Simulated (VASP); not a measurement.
# Ba (P4/mmm) in VASP: notebook

Ba is run at these levels: PBE; tasks: relaxation of cell and atoms.

Program: VASP 6.6.1. These are calculated values, not measurements. Logs are shortened: lines on timing, memory, paths and dates and some standing lists are left out, and cuts for length are marked.

### 1 The cell of the first run

The typed cell holds 1 atom: a = 3.950 Å, b = 3.950 Å, c = 3.945 Å, α = 90.00°, β = 90.00°, γ = 90.00°.

This isn't the form of Ba at room conditions, which is bcc.

### 2 Relaxation of cell and atoms, PBE

The input, INCAR:

```
PREC = Accurate ; ENCUT = 600
EDIFF = 1E-6 ; ISMEAR = 0
SIGMA = 0.1 ; LREAL = False
LASPH = True ; NELM = 100
ALGO = Fast ; ISIF = 3
LWAVE = False ; LCHARG = False
GGA = PE ; IBRION = 2
NSW = 100 ; EDIFFG = -0.01
```

The input, KPOINTS:

```
regular mesh
0
Gamma
  14 14 14
```

The input, POSCAR:

```
Ba
1.0
    3.9501049402      0.0000000000      0.0000000000
    0.0000000000      3.9501049402      0.0000000000
    0.0000000000      0.0000000000      3.9446882741
Ba
1
Direct
    0.0000000000      0.0000000000      0.0000000000
```

Potentials or basis: VASP PAW PBE potentials, release 64 (Ba_sv).

Launch:

```console
> cat potpaw_PBE.64/Ba_sv/POTCAR > POTCAR
> mpirun -np 1 vasp_std > vasp.out
```

OUTCAR:

```text
PREC = Accurate
   ENCUT = 600
   EDIFF = 1E-6
   ISMEAR = 0
   LREAL = False
   LASPH = True
   NELM = 100
   ISIF = 3
   GGA = PE
   IBRION = 2
   NSW = 100
   EDIFFG = -0.01

 ion  position               nearest neighbor table
   1  0.000  0.000  0.000-

  LATTYP: Found a simple tetragonal cell.
 ALAT       =     3.9501049402
 C/A-ratio  =     0.9986287286

  Lattice vectors:

 A1 = (   3.9501049402,   0.0000000000,   0.0000000000)
 A2 = (   0.0000000000,   3.9501049402,   0.0000000000)
 A3 = (   0.0000000000,   0.0000000000,   3.9446882741)

Analysis of symmetry for initial positions (statically):
=====================================================================
 Subroutine PRICEL returns:
 Original cell was already a primitive cell.

 Routine SETGRP: Setting up the symmetry group for a
 simple tetragonal supercell.

 Subroutine GETGRP returns: Found 16 space group operations
 (whereof 16 operations were pure point group operations)
 out of a pool of 16 trial point group operations.

The static configuration has the point symmetry D_4h.

Analysis of symmetry for dynamics (positions and initial velocities):
=====================================================================
 Subroutine PRICEL returns:
 Original cell was already a primitive cell.

 Routine SETGRP: Setting up the symmetry group for a
 simple tetragonal supercell.

 Subroutine GETGRP returns: Found 16 space group operations
 (whereof 16 operations were pure point group operations)
 out of a pool of 16 trial point group operations.

The dynamic configuration has the point symmetry D_4h.

 Subroutine INISYM returns: Found 16 space group operations
 (whereof 16 operations are pure point group operations),
 and found     1 'primitive' translations

----------------------------------------------------------------------------------------

                                     Primitive cell

  volume of cell :      61.5503

  direct lattice vectors                    reciprocal lattice vectors
     3.950104940  0.000000000  0.000000000     0.253157831  0.000000000  0.000000000
     0.000000000  3.950104940  0.000000000     0.000000000  0.253157831  0.000000000
     0.000000000  0.000000000  3.944688274     0.000000000  0.000000000  0.253505456

  length of vectors
     3.950104940  3.950104940  3.944688274     0.253157831  0.253157831  0.253505456

  position of ions in fractional coordinates (direct lattice)
     0.000000000  0.000000000  0.000000000

  ion indices of the primitive-cell ions
   primitive index   ion index
                 1           1

----------------------------------------------------------------------------------------

 KPOINTS: regular mesh

Automatic generation of k-mesh.
 Grid dimensions read from file:
 generate k-points for:   14   14   14

 Generating k-lattice:

  Cartesian coordinates                     Fractional coordinates (reciprocal lattice)
     0.018082702  0.000000000  0.000000000     0.071428571  0.000000000  0.000000000
     0.000000000  0.018082702  0.000000000     0.000000000  0.071428571  0.000000000
     0.000000000  0.000000000  0.018107533     0.000000000  0.000000000  0.071428571

  Length of vectors
     0.018082702  0.018082702  0.018107533

  Shift w.r.t. Gamma in fractional coordinates (k-lattice)
     0.000000000  0.000000000  0.000000000

 Subroutine IBZKPT returns following result:
 ===========================================

 Found    288 irreducible k-points:

[... 42 lines left out ...]
   LASPH  =      T    aspherical Exc in radial PAW
   ENCUT  =  600.0 eV  44.10 Ry    6.64 a.u.   7.89  7.89  7.88*2*pi/ulx,y,z
   NELM   =    100;   NELMIN=  2; NELMDL= -5     # of ELM steps
   EDIFF  = 0.1E-05   stopping-criterion for ELM
   LREAL  =      F    real-space projection
   EDIFFG = -.1E-01   stopping-criterion for IOM
   NSW    =    100    number of steps for IOM
   IBRION =      2    ionic relax: 0-MD 1-quasi-New 2-CG
   NFREE  =      1    steps in history (QN), initial steepest desc. (CG)
   ISIF   =      3    stress and relaxation
   ISYM   =      2    0-nonsym 1-usesym 2-fastsym
   POTIM  = 0.5000    time-step for ionic-motion
   TEBEG  =    0.0;   TEEND  =   0.0 temperature during run
   PSTRESS=    0.0 pullay stress
   NELECT =      10.0000    total number of electrons
   NUPDOWN=      -1.0000    fix difference up-down
   EMIN   =  10.00;   EMAX   =-10.00  energy-range for DOS
   EFERMI =   0.00;   METHOD = LEGACY
   ISMEAR =     0;   SIGMA  =   0.10  broadening in eV -4-tet -1-fermi 0-gaus
   EFERMI_NEDOS =   21; number of points for ismear=-14 and -15
   IALGO  =     68    algorithm
   IMIX   =      4    mixing-type and parameters
     AMIX     =   0.40;   BMIX     =  1.00
     AMIX_MAG =   1.60;   BMIX_MAG =  1.00
  volume/ion in A,a.u.               =      61.55       415.36
  Fermi-wavevector in a.u.,A,eV,Ry     =   0.893302  1.688096 10.857286  0.797988
  Thomas-Fermi vector in A             =   2.015362
   LORBIT       =      0    0 simple, 1 ext, 2 COOP (PROOUT), +10 PAW based schemes
   GGA     = PE    functional components
   LHFCALC =     F    Hartree Fock is set to
   AEXX    =    0.0000 exact exchange contribution
   IVDW    =     0    specifies the selected vdW correction
   LEPSILON=     F    determine dielectric tensor
   LRPA    =     F    only Hartree local field effects (RPA)
 conjugate gradient relaxation of ions
 non-spin polarized calculation
 RMM-DIIS sequential band-by-band and
 Gauss-broadening in eV      SIGMA  =   0.10
  energy-cutoff  :      600.00
  volume of cell :       61.55
 maximum number of plane-waves:      2103
 NGX is ok and might be reduce to    32
   NGX = 15   NGY = 15   NGZ = 15

--------------------------------------- Ionic step        1  -------------------------------------------

 number of electron      10.0000001 magnetization

 Free energy of the ion-electron system (eV)
  ---------------------------------------------------
  ext. energy  EPLUGINS =         0.00000000
  ---------------------------------------------------
  free energy    TOTEN  =        -1.59993754 eV

  energy without entropy =       -1.59699188  energy(sigma->0) =       -1.59846471

------------------------ aborting loop because EDIFF is reached ----------------------------------------

  FORCE on cell =-STRESS in cart. coord.  units (eV):
  Direction    XX          YY          ZZ          XY          YZ          ZX
  --------------------------------------------------------------------------------------
  -------------------------------------------------------------------------------------
  Total        0.0436047      0.0436047      0.0595459      0.0000000      0.0000000      0.0000000
  in kB        1.1350472      1.1350472      1.5500036      0.0000000      0.0000000      0.0000000
  external PRESSURE =       1.2733660 kB  Pullay stress =       0.0000000 kB

 VOLUME and BASIS-vectors are now :
 -----------------------------------------------------------------------------
  energy-cutoff  :      600.00
  volume of cell :       61.55
      direct lattice vectors                 reciprocal lattice vectors
     3.950104940  0.000000000  0.000000000     0.253157831  0.000000000  0.000000000
     0.000000000  3.950104940  0.000000000     0.000000000  0.253157831  0.000000000
     0.000000000  0.000000000  3.944688274     0.000000000  0.000000000  0.253505456

 POSITION                                       TOTAL-FORCE (eV/Angst)
 -----------------------------------------------------------------------------------
      0.00000      0.00000      0.00000         0.000000      0.000000      0.000000
 -----------------------------------------------------------------------------------
    total drift:                                0.000000      0.000000      0.000000

  FREE ENERGIE OF THE ION-ELECTRON SYSTEM (eV)
  ---------------------------------------------------
  free  energy   TOTEN  =        -1.5999375445 eV

  energy  without entropy=       -1.5969918808  energy(sigma->0) =       -1.59846471

--------------------------------------- Ionic step        2  -------------------------------------------

 number of electron      10.0000001 magnetization

 Free energy of the ion-electron system (eV)
  ---------------------------------------------------
  ext. energy  EPLUGINS =         0.00000000
  ---------------------------------------------------
  free energy    TOTEN  =        -1.60018126 eV

  energy without entropy =       -1.59721018  energy(sigma->0) =       -1.59869572

 E-fermi :   1.6300     XC(G=0):  -7.4444

 val. band max:        1.5942638276   @ k =   0.5000   0.5000   0.5000
 cond. band min:       1.6541750454   @ k =   0.5000   0.1429   0.1429
 fundamental gap:      0.0599112178
 Fermi energy:         1.6300035434

 k-point     1 :       0.0000    0.0000    0.0000
  band No.  band energies     occupation
      1     -27.5401      2.00000
      2     -12.3824      2.00000
      3     -12.3824      2.00000
      4     -12.3808      2.00000
      5      -0.9475      2.00000
      6       1.6768      0.50780
      7       1.6770      0.50658
      8       6.4557      0.00000
      9       6.4575      0.00000
[... 265 lines left out ...]
 k-point    24 :       0.3571    0.2143    0.0000
  band No.  band energies     occupation
      1     -27.4719      2.00000
      2     -12.9192      2.00000
      3     -12.6021      2.00000
      4     -12.3041      2.00000
      5       0.9136      2.00000
      6       2.0951      0.00000
      7       3.0177      0.00000
      8       4.2285      0.00000
      9       4.6815      0.00000

 [... further k-points ...]
[... 5 lines left out ...]
  --------------------------------------------------------------------------------------
  -------------------------------------------------------------------------------------
  Total       -0.0021258     -0.0021258      0.0054718      0.0000000      0.0000000      0.0000000
  in kB       -0.0549452     -0.0549452      0.1414297      0.0000000      0.0000000      0.0000000
  external PRESSURE =       0.0105131 kB  Pullay stress =       0.0000000 kB

 VOLUME and BASIS-vectors are now :
 -----------------------------------------------------------------------------
  energy-cutoff  :      600.00
  volume of cell :       61.99
      direct lattice vectors                 reciprocal lattice vectors
     3.958414407  0.000000000  0.000000000     0.252626405  0.000000000  0.000000000
     0.000000000  3.958414407  0.000000000     0.000000000  0.252626405 -0.000000000
     0.000000000  0.000000000  3.956019998     0.000000000 -0.000000000  0.252779309

 POSITION                                       TOTAL-FORCE (eV/Angst)
 -----------------------------------------------------------------------------------
      0.00000      0.00000      0.00000         0.000000      0.000000      0.000000
 -----------------------------------------------------------------------------------
    total drift:                               -0.000000      0.000000      0.000000

  FREE ENERGIE OF THE ION-ELECTRON SYSTEM (eV)
  ---------------------------------------------------
  free  energy   TOTEN  =        -1.6001812612 eV

  energy  without entropy=       -1.5972101837  energy(sigma->0) =       -1.59869572

 reached required accuracy - stopping structural energy minimisation
```

It took 2.2 min on 1 thread of Intel Xeon Platinum 8559C (Emerald Rapids), shared host; peak memory 0.35 GiB.

Results:

| Item | Value |
| --- | --- |
| Free energy | -1.6002 eV |
| Relaxed volume | 61.99 Å³/atom |
| Relaxed cell | a = 3.958 Å, b = 3.958 Å, c = 3.956 Å, α = 90.00°, β = 90.00°, γ = 90.00° |
| Space group after relaxing (to 0.1 Å) | Pm-3m (No. 221) |
| Energy gained by relaxing | 0.2 meV/atom |
| Ionic steps | 2 |
| Pressure after relaxing | 0.0 GPa |
| Band gap on the k mesh | zero (bands 5 and 6 overlap by 0.08 eV) |

The path:
```csv
step,energy change (eV),largest force (eV/Å),pressure (GPa),volume (Å³)
1,0.0000,0.0000,0.13,61.55
2,-0.0002,0.0000,0.00,61.99
```

Final structure:
```yaml
crystal:
  lattice:
    - [3.95841, 0.00000, 0.00000]
    - [0.00000, 3.95841, 0.00000]
    - [0.00000, 0.00000, 3.95602]
  atoms:
    - { symbol: Ba, position: [0.00000, 0.00000, 0.00000] }
```

Levels at points of the mesh, in eV from the Fermi level:
```
           k point  band 1  band 2  band 3  band 4  band 5  band 6  band 7  band 8  band 9
(0.00, 0.00, 0.00)  -29.17  -14.01  -14.01  -14.01   -2.58    0.05    0.05    4.83    4.83
(0.50, 0.00, 0.00)  -29.11  -14.71  -13.95  -13.95   -0.70    0.61    0.78    2.61    2.61
(0.50, 0.50, 0.00)  -29.06  -14.61  -14.61  -13.88   -0.98    0.69    3.10    3.10    3.34
(0.00, 0.00, 0.50)  -29.11  -14.71  -13.95  -13.95   -0.70    0.62    0.78    2.60    2.60
(0.50, 0.00, 0.50)  -29.06  -14.61  -14.61  -13.89   -0.98    0.69    3.09    3.09    3.34
(0.50, 0.50, 0.50)  -29.00  -14.52  -14.51  -14.51   -0.04   -0.04   -0.04    3.93    6.44
```

Caveat: spin-orbit coupling is left out, which moves the levels of the heavy elements.

### 3 Relaxation of cell and atoms, PBE

This run uses another cell than the first one, of 75.52 Å³/atom.

The input, INCAR:

```
SYSTEM = Ba
PREC = Accurate
ENCUT = 600
EDIFF = 1E-7
ISMEAR = 0
SIGMA = 0.1
LREAL = .FALSE.
LASPH = .TRUE.
NELM = 60
ALGO = Fast
ISIF = 3
LWAVE = .FALSE.
LCHARG = .FALSE.
GGA = PE
IBRION = 2
NSW = 100
EDIFFG = -0.01
```

The input, KPOINTS:

```
regular mesh
0
G
  14 14 14
  0 0 0
```

The input, POSCAR:

```
Ba
1.0
    4.1928295724      0.0000000000      0.0000000000
    0.0000000000      4.1928295724      0.0000000000
    0.0000000000      0.0000000000      4.2959552062
Ba
1
Direct
    0.0000000000      0.0000000000      0.0000000000
```

Potentials or basis: VASP PAW PBE potentials, release 64 (Ba_sv).

Launch:

```console
> cat potpaw_PBE.64/Ba_sv/POTCAR > POTCAR
> mpirun -np 1 vasp_std > vasp.out
```

Wall time 13 min (1 thread of Intel Xeon Platinum 8559C (Emerald Rapids), shared host); peak memory 0.43 GiB.

Results (log left out):

```
Free energy                           : -1.6005 eV
Relaxed volume                        : 62.62 Å³/atom
Relaxed cell                          : a = 3.971 Å, b = 3.971 Å, c = 3.972 Å, α = 90.00°, β = 90.00°, γ = 90.00°
Space group after relaxing (to 0.1 Å) : Pm-3m (No. 221)
Energy gained by relaxing             : 49.3 meV/atom
Ionic steps                           : 7
Pressure after relaxing               : 0.0 GPa
Band gap on the k mesh                : zero (bands 5 and 6 overlap by 0.06 eV)
```

Step by step:
```
step  energy change (eV)  largest force (eV/Å)  pressure (GPa)  volume (Å³)
   1              0.0000                0.0000           -1.01        75.52
   2             -0.0291                0.0000           -0.73        70.46
   3             -0.0479                0.0000           -0.22        64.53
   4             -0.0492                0.0000            0.00        62.53
   5             -0.0492                0.0000           -0.02        62.77
   6             -0.0493                0.0000           -0.02        62.67
   7             -0.0493                0.0000           -0.01        62.62
```

Final structure:
```
Ba
1.0
     3.97080    0.00000    0.00000
     0.00000    3.97080    0.00000
     0.00000    0.00000    3.97183
Ba
1
Direct
  0.00000 0.00000 0.00000
```

Levels at points of the mesh, in eV from the Fermi level:
| k point | band 3 | band 4 | band 5 | band 6 | band 7 | band 8 |
| --- | --- | --- | --- | --- | --- | --- |
| (0.00, 0.00, 0.00) | -14.03 | -14.03 | -2.57 | 0.05 | 0.05 | 4.78 |
| (0.50, 0.00, 0.00) | -13.97 | -13.97 | -0.71 | 0.62 | 0.76 | 2.59 |
| (0.50, 0.50, 0.00) | -14.61 | -13.91 | -0.97 | 0.68 | 3.07 | 3.07 |
| (0.00, 0.00, 0.50) | -13.97 | -13.97 | -0.71 | 0.61 | 0.76 | 2.59 |
| (0.50, 0.00, 0.50) | -14.61 | -13.91 | -0.96 | 0.68 | 3.07 | 3.07 |
| (0.50, 0.50, 0.50) | -14.52 | -14.52 | -0.03 | -0.03 | -0.03 | 3.92 |

Caveat: the volume moved by over 15 % at a fixed basis, so the end points are rough; spin-orbit coupling is left out, which moves the levels of the heavy elements.

The gap in the log of VASP goes by the Fermi energy; the results here count the filled bands.